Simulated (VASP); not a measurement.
# Ti3Pt (e600) (Pm-3n) in VASP: notebook

Runs on Ti3Pt (e600). Level: PBEsol. Tasks: single point.

Everything below comes from runs of VASP 6.6.1. Logs are shortened: lines on timing, memory, paths and dates and some standing lists are left out, and cuts for length are marked.

## (1) The cell of the first run

It takes space group Pm-3n (No. 223, cubic). Conventional cell: a = 5.030 Å, b = 5.030 Å, c = 5.030 Å, α = 90.00°, β = 90.00°, γ = 90.00°. Ti (site symmetry -4m2) has 10 Ti at 2.51 to 3.08 Å and 4 Pt at 2.81 Å within 3.3 Å. Pt (site symmetry m-3) has 12 Ti at 2.81 Å within 3.7 Å.

## (2) Single point, PBEsol

INCAR reads:

```
PREC = Accurate ; ENCUT = 500
EDIFF = 1E-6 ; ISMEAR = 0
SIGMA = 0.1 ; LREAL = F
LASPH = T ; NELM = 120
ALGO = Normal ; ISIF = 2
LWAVE = F ; LCHARG = F
GGA = PS ; NBANDS = 56
GGA_COMPAT = F
```

KPOINTS reads:

```
regular mesh
0
Gamma
  4 4 4
```

POSCAR reads:

```
Ti3Pt
1.0
    5.0300000000      0.0000000000      0.0000000000
    0.0000000000      5.0300000000      0.0000000000
    0.0000000000      0.0000000000      5.0300000000
Ti Pt
6 2
Direct
    0.2500000000      0.0000000000      0.5000000000
    0.5000000000      0.7500000000      0.0000000000
    0.7500000000      0.0000000000      0.5000000000
    0.5000000000      0.2500000000      0.0000000000
    0.0000000000      0.5000000000      0.7500000000
    0.0000000000      0.5000000000      0.2500000000
    0.0000000000      0.0000000000      0.0000000000
    0.5000000000      0.5000000000      0.5000000000
```

Potentials or basis: VASP PAW PBE potentials, release 64 (Ti_sv, Pt).

The run is started by

```console
cat potpaw_PBE.64/Ti_sv/POTCAR potpaw_PBE.64/Pt/POTCAR > POTCAR
mpirun -np 1 vasp_std > vasp.out
```

OUTCAR:

```text
PREC = Accurate
   ENCUT = 500
   EDIFF = 1E-6
   ISMEAR = 0
   LREAL = F
   LASPH = T
   NELM = 120
   ISIF = 2
   GGA = PS

 ion  position               nearest neighbor table
   1  0.250  0.000  0.500-   3 2.52   3 2.52   8 2.81   7 2.81   8 2.81   7 2.81
   2  0.500  0.750  0.000-   4 2.52   4 2.52   8 2.81   8 2.81   7 2.81   7 2.81
   3  0.750  0.000  0.500-   1 2.52   1 2.52   8 2.81   7 2.81   8 2.81   7 2.81
   4  0.500  0.250  0.000-   2 2.52   2 2.52   8 2.81   8 2.81   7 2.81   7 2.81
   5  0.000  0.500  0.750-   6 2.52   6 2.52   8 2.81   7 2.81   7 2.81   8 2.81
   6  0.000  0.500  0.250-   5 2.52   5 2.52   8 2.81   7 2.81   7 2.81   8 2.81
   7  0.000  0.000  0.000-   1 2.81   2 2.81   3 2.81   4 2.81   5 2.81   6 2.81   1 2.81   3 2.81
                             5 2.81   6 2.81   2 2.81   4 2.81
   8  0.500  0.500  0.500-   1 2.81   2 2.81   3 2.81   4 2.81   5 2.81   6 2.81   2 2.81   4 2.81
                             1 2.81   3 2.81   5 2.81   6 2.81

  LATTYP: Found a simple cubic cell.
 ALAT       =     5.0300000000

  Lattice vectors:

 A1 = (   5.0300000000,   0.0000000000,   0.0000000000)
 A2 = (   0.0000000000,   5.0300000000,   0.0000000000)
 A3 = (   0.0000000000,   0.0000000000,   5.0300000000)

Analysis of symmetry for initial positions (statically):
=====================================================================
 Subroutine PRICEL returns:
 Original cell was already a primitive cell.

 Routine SETGRP: Setting up the symmetry group for a
 simple cubic supercell.

 Subroutine GETGRP returns: Found 48 space group operations
 (whereof 24 operations were pure point group operations)
 out of a pool of 48 trial point group operations.

The static configuration has the point symmetry T_h .
 The point group associated with its full space group is O_h .

Analysis of symmetry for dynamics (positions and initial velocities):
=====================================================================
 Subroutine PRICEL returns:
 Original cell was already a primitive cell.

 Routine SETGRP: Setting up the symmetry group for a
 simple cubic supercell.

 Subroutine GETGRP returns: Found 48 space group operations
 (whereof 24 operations were pure point group operations)
 out of a pool of 48 trial point group operations.

The dynamic configuration has the point symmetry T_h .
 The point group associated with its full space group is O_h .

 Subroutine INISYM returns: Found 48 space group operations
 (whereof 24 operations are pure point group operations),
 and found     1 'primitive' translations

----------------------------------------------------------------------------------------

                                     Primitive cell

  volume of cell :     127.2635

  direct lattice vectors                    reciprocal lattice vectors
     5.030000000  0.000000000  0.000000000     0.198807157  0.000000000  0.000000000
     0.000000000  5.030000000  0.000000000     0.000000000  0.198807157  0.000000000
     0.000000000  0.000000000  5.030000000     0.000000000  0.000000000  0.198807157

  length of vectors
     5.030000000  5.030000000  5.030000000     0.198807157  0.198807157  0.198807157

  position of ions in fractional coordinates (direct lattice)
     0.250000000  0.000000000  0.500000000
     0.500000000  0.750000000  0.000000000
     0.750000000  0.000000000  0.500000000
     0.500000000  0.250000000  0.000000000
     0.000000000  0.500000000  0.750000000
     0.000000000  0.500000000  0.250000000
     0.000000000  0.000000000  0.000000000
     0.500000000  0.500000000  0.500000000

  ion indices of the primitive-cell ions
   primitive index   ion index
                 1           1
                 2           2
                 3           3
                 4           4
                 5           5
                 6           6
                 7           7
                 8           8

----------------------------------------------------------------------------------------

 KPOINTS: regular mesh

Automatic generation of k-mesh.
 Grid dimensions read from file:
 generate k-points for:    4    4    4

 Generating k-lattice:

  Cartesian coordinates                     Fractional coordinates (reciprocal lattice)
     0.049701789  0.000000000  0.000000000     0.250000000  0.000000000  0.000000000
     0.000000000  0.049701789  0.000000000     0.000000000  0.250000000  0.000000000
     0.000000000  0.000000000  0.049701789     0.000000000  0.000000000  0.250000000

  Length of vectors
     0.049701789  0.049701789  0.049701789

  Shift w.r.t. Gamma in fractional coordinates (k-lattice)
     0.000000000  0.000000000  0.000000000

 Subroutine IBZKPT returns following result:
 ===========================================

 Found     10 irreducible k-points:

 Following reciprocal coordinates:
            Coordinates               Weight
  0.000000  0.000000  0.000000      1.000000
  0.250000  0.000000  0.000000      6.000000
  0.500000  0.000000  0.000000      3.000000
  0.250000  0.250000  0.000000     12.000000
  0.500000  0.250000  0.000000     12.000000
  0.500000  0.500000  0.000000      3.000000
  0.250000  0.250000  0.250000      8.000000
  0.500000  0.250000  0.250000     12.000000
  0.500000  0.500000  0.250000      6.000000
  0.500000  0.500000  0.500000      1.000000
   k-points           NKPTS =     10   k-points in BZ     NKDIM =     10   number of bands    NBANDS=     56
   number of dos      NEDOS =    301   number of ions     NIONS =      8
   total plane-waves  NPLWV =  64000
   dimension x,y,z NGX =    40 NGY =   40 NGZ =   40
   dimension x,y,z NGXF=    80 NGYF=   80 NGZF=   80
   ions per type =               6   2
   NGX,Y,Z   is equivalent  to a cutoff of  13.22, 13.22, 13.22 a.u.
   NGXF,Y,Z  is equivalent  to a cutoff of  26.44, 26.44, 26.44 a.u.
 SYSTEM =  unknown system
   PREC   = accura    normal or accurate (medium, high low for compatibility)
   ISTART =      0    job   : 0-new  1-cont  2-samecut
   ICHARG =      2    charge: 1-file 2-atom 10-const
   ISPIN  =      1    spin polarized calculation?
   LNONCOLLINEAR =      F non collinear calculations
   LSORBIT =      F    spin-orbit coupling
   LASPH  =      T    aspherical Exc in radial PAW
   ENCUT  =  500.0 eV  36.75 Ry    6.06 a.u.   9.17  9.17  9.17*2*pi/ulx,y,z
   NELM   =    120;   NELMIN=  2; NELMDL= -5     # of ELM steps
   EDIFF  = 0.1E-05   stopping-criterion for ELM
   LREAL  =      F    real-space projection
   EDIFFG = 0.1E-04   stopping-criterion for IOM
   NSW    =      0    number of steps for IOM
   IBRION =     -1    ionic relax: 0-MD 1-quasi-New 2-CG
   NFREE  =      0    steps in history (QN), initial steepest desc. (CG)
   ISIF   =      2    stress and relaxation
   ISYM   =      2    0-nonsym 1-usesym 2-fastsym
   POTIM  = 0.5000    time-step for ionic-motion
   TEBEG  =    0.0;   TEEND  =   0.0 temperature during run
   PSTRESS=    0.0 pullay stress
   NELECT =      92.0000    total number of electrons
   NUPDOWN=      -1.0000    fix difference up-down
   EMIN   =  10.00;   EMAX   =-10.00  energy-range for DOS
   EFERMI =   0.00;   METHOD = LEGACY
   ISMEAR =     0;   SIGMA  =   0.10  broadening in eV -4-tet -1-fermi 0-gaus
   EFERMI_NEDOS =   21; number of points for ismear=-14 and -15
   IALGO  =     38    algorithm
   IMIX   =      4    mixing-type and parameters
     AMIX     =   0.40;   BMIX     =  1.00
     AMIX_MAG =   1.60;   BMIX_MAG =  1.00
  volume/ion in A,a.u.               =      15.91       107.35
  Fermi-wavevector in a.u.,A,eV,Ry     =   1.469274  2.776525 29.371795  2.158766
  Thomas-Fermi vector in A             =   2.584671
   LORBIT       =      0    0 simple, 1 ext, 2 COOP (PROOUT), +10 PAW based schemes
   GGA     = PS    functional components
   LHFCALC =     F    Hartree Fock is set to
   AEXX    =    0.0000 exact exchange contribution
   IVDW    =     0    specifies the selected vdW correction
   LEPSILON=     F    determine dielectric tensor
   LRPA    =     F    only Hartree local field effects (RPA)
 non-spin polarized calculation
 Gauss-broadening in eV      SIGMA  =   0.10
  energy-cutoff  :      500.00
  volume of cell :      127.26
 maximum number of plane-waves:      3239
 NGX is ok and might be reduce to    40
   NGX = 19   NGY = 19   NGZ = 19

 number of electron      92.0000004 magnetization

 Free energy of the ion-electron system (eV)
  ---------------------------------------------------
  ext. energy  EPLUGINS =         0.00000000
  ---------------------------------------------------
  free energy    TOTEN  =       -69.35414469 eV

  energy without entropy =      -69.30413398  energy(sigma->0) =      -69.32913933

 E-fermi :   9.2481     XC(G=0): -12.3710

 val. band max:        9.2063347258   @ k =   0.5000   0.2500   0.2500
 cond. band min:       9.2575233013   @ k =   0.5000   0.5000   0.5000
 fundamental gap:      0.0511885754
 Fermi energy:         9.2480955111

 k-point     1 :       0.0000    0.0000    0.0000
  band No.  band energies     occupation
      1     -47.0579      2.00000
      2     -46.9949      2.00000
      3     -46.9949      2.00000
      4     -46.8174      2.00000
      5     -46.8174      2.00000
      6     -46.8174      2.00000
[... 48 lines left out ...]
     55      11.7411      0.00000
     56      11.7411      0.00000

 k-point     2 :       0.2500    0.0000    0.0000
  band No.  band energies     occupation
      1     -47.0440      2.00000
      2     -47.0017      2.00000
      3     -46.9740      2.00000
      4     -46.8462      2.00000
      5     -46.8175      2.00000
      6     -46.8175      2.00000
[... 48 lines left out ...]
     55      11.8305      0.00000
     56      11.8308      0.00000
[... 411 lines left out ...]
     55      11.1494      0.00000
     56      11.2096      0.00000

 k-point    10 :       0.5000    0.5000    0.5000
  band No.  band energies     occupation
      1     -46.9176      2.00000
      2     -46.9176      2.00000
      3     -46.9176      2.00000
      4     -46.9176      2.00000
      5     -46.9176      2.00000
      6     -46.9176      2.00000
[... 48 lines left out ...]
     55      11.5918      0.00000
     56      11.5918      0.00000

------------------------ aborting loop because EDIFF is reached ----------------------------------------

  FORCE on cell =-STRESS in cart. coord.  units (eV):
  Direction    XX          YY          ZZ          XY          YZ          ZX
  --------------------------------------------------------------------------------------
  -------------------------------------------------------------------------------------
  Total       -4.0412415     -4.0412415     -4.0412415      0.0000000      0.0000000      0.0000000
  in kB      -50.8769926    -50.8769926    -50.8769926      0.0000000      0.0000000      0.0000000
  external PRESSURE =     -50.8769926 kB  Pullay stress =       0.0000000 kB

 VOLUME and BASIS-vectors are now :
 -----------------------------------------------------------------------------
  energy-cutoff  :      500.00
  volume of cell :      127.26
      direct lattice vectors                 reciprocal lattice vectors
     5.030000000  0.000000000  0.000000000     0.198807157  0.000000000  0.000000000
     0.000000000  5.030000000  0.000000000     0.000000000  0.198807157  0.000000000
     0.000000000  0.000000000  5.030000000     0.000000000  0.000000000  0.198807157

 POSITION                                       TOTAL-FORCE (eV/Angst)
 -----------------------------------------------------------------------------------
      1.25750      0.00000      2.51500         0.000000     -0.000000     -0.000000
      2.51500      3.77250      0.00000        -0.000000      0.000000     -0.000000
      3.77250      0.00000      2.51500        -0.000000      0.000000      0.000000
      2.51500      1.25750      0.00000         0.000000     -0.000000      0.000000
      0.00000      2.51500      3.77250        -0.000000      0.000000      0.000000
      0.00000      2.51500      1.25750         0.000000      0.000000     -0.000000
      0.00000      0.00000      0.00000        -0.000000     -0.000000      0.000000
      2.51500      2.51500      2.51500        -0.000000     -0.000000      0.000000
 -----------------------------------------------------------------------------------
    total drift:                                0.000000     -0.000000      0.000000

  FREE ENERGIE OF THE ION-ELECTRON SYSTEM (eV)
  ---------------------------------------------------
  free  energy   TOTEN  =       -69.3541446898 eV

  energy  without entropy=      -69.3041339757  energy(sigma->0) =      -69.32913933
```

Run time: 2.4 min. Hardware: 1 thread of AMD EPYC 7R13, shared host; peak memory 0.23 GiB.

Results:

| Quantity | Value |
| --- | --- |
| Free energy | -69.3541 eV |
| Pressure | -5.1 GPa |
| Band gap on the k mesh | zero (band 46 reaches 9.38 eV, above the bottom of band 47 at 8.86 eV) |

Levels at points of the mesh, in eV from the Fermi level:
| k point | band 43 | band 44 | band 45 | band 46 | band 47 | band 48 | band 49 | band 50 |
| --- | --- | --- | --- | --- | --- | --- | --- | --- |
| (0.00, 0.00, 0.00) | -0.87 | -0.83 | -0.83 | -0.83 | -0.39 | -0.39 | -0.33 | 1.03 |
| (0.50, 0.00, 0.00) | -0.56 | -0.56 | 0.13 | 0.13 | 0.25 | 0.25 | 0.82 | 0.82 |
| (0.50, 0.50, 0.00) | -0.38 | -0.35 | -0.18 | 0.11 | 0.11 | 1.00 | 1.00 | 1.07 |
| (0.50, 0.50, 0.50) | 0.01 | 0.01 | 0.01 | 0.01 | 0.01 | 0.01 | 1.61 | 1.61 |

Caveat: the PAW data sets were made with another functional, which shifts forces and pressure a little; spin-orbit coupling is left out, which moves the levels of the heavy elements.

## (3) Single point, PBEsol

This run uses another cell than the first one, of 15.45 Å³/atom, 0.971 times its volume.

INCAR reads:

```
ALGO = Normal ; EDIFF = 1E-6
ENCUT = 500 ; GGA = PS
GGA_COMPAT = False ; ISIF = 2
ISMEAR = 0 ; LASPH = True
LCHARG = False ; LREAL = False
LWAVE = False ; NBANDS = 56
NELM = 120 ; PREC = Accurate
SIGMA = 0.1
```

KPOINTS reads:

```
k-points
0
Gamma
  8 8 8
```

Edit POSCAR of step 2 so:

```diff
@@ -2,5 +2,5 @@
 1.0
-    5.0300000000      0.0000000000      0.0000000000
-    0.0000000000      5.0300000000      0.0000000000
-    0.0000000000      0.0000000000      5.0300000000
+    4.9811343010      0.0000000000      0.0000000000
+    0.0000000000      4.9811343010      0.0000000000
+    0.0000000000      0.0000000000      4.9811343010
 Ti Pt
```

Potentials or basis: VASP PAW PBE potentials, release 64 (Ti_sv, Pt).

The run is started by

```console
cat potpaw_PBE.64/Ti_sv/POTCAR potpaw_PBE.64/Pt/POTCAR > POTCAR
mpirun -np 1 vasp_std > vasp.out
```

Wall time 6.2 min (1 thread of AMD EPYC 7R13, shared host); peak memory 0.29 GiB.

Results (log left out):

```yaml
Free_energy: -69.4029 eV
Pressure: -0.2 GPa
Band_gap_on_the_k_mesh: zero (band 46 reaches 9.76 eV, above the bottom of band 47 at 9.23 eV)
```

Levels at points of the mesh, in eV from the Fermi level:
```csv
k point,band 43,band 44,band 45,band 46,band 47,band 48,band 49,band 50
"(0.00, 0.00, 0.00)",-0.90,-0.83,-0.83,-0.83,-0.39,-0.39,-0.39,1.07
"(0.50, 0.00, 0.00)",-0.59,-0.59,0.14,0.14,0.26,0.26,0.83,0.83
"(0.50, 0.50, 0.00)",-0.41,-0.36,-0.19,0.13,0.13,0.99,0.99,1.11
"(0.50, 0.50, 0.50)",0.00,0.00,0.00,0.00,0.00,0.00,1.67,1.67
```

Caveat: the PAW data sets were made with another functional, which shifts forces and pressure a little; spin-orbit coupling is left out, which moves the levels of the heavy elements.
